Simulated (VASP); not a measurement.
Tb:

```
CELL_PARAMETERS angstrom
3.60100 0.00000 0.00000
-1.80050 3.11856 0.00000
0.00000 0.00000 5.69360
ATOMIC_POSITIONS crystal
Tb 0.33333 0.66667 0.25000
Tb 0.66667 0.33333 0.75000
```

Base run:

| Item | Value |
| --- | --- |
| Program | VASP 6.6.1 |
| Functional | LDA |
| Potentials or basis | VASP PAW PBE potentials, release 64 (Tb) |
| Cutoff | 520 eV |
| k mesh | 12 × 12 × 7 |
| Occupations | fermi-dirac, width 0.05 eV |
| Spin | collinear spin, ferromagnetic start |
| Starting moments | [6.0, 6.0] μB |

Its results: pressure -4.5 GPa; net moment 11.76 μB per cell; site moments Tb +5.69 μB.

**Question.** The run is repeated on the same cell with these changes: functional from LDA to PBE; further incar settings from ALGO = Normal; EDIFF = 1e-08; NBANDS = 30 to ALGO = Normal; EDIFF = 1e-06; NBANDS = 30. What comes out?

**Answer.** Pressure 1.0 GPa; net moment 12.30 μB per cell; site moments Tb +5.79 μB.

Caveats: the magnetic or orbital state may not be the lowest; the cell stands under tension (at least some runs); the PAW data sets were made with another functional, which shifts forces and pressure a little (at least some runs).
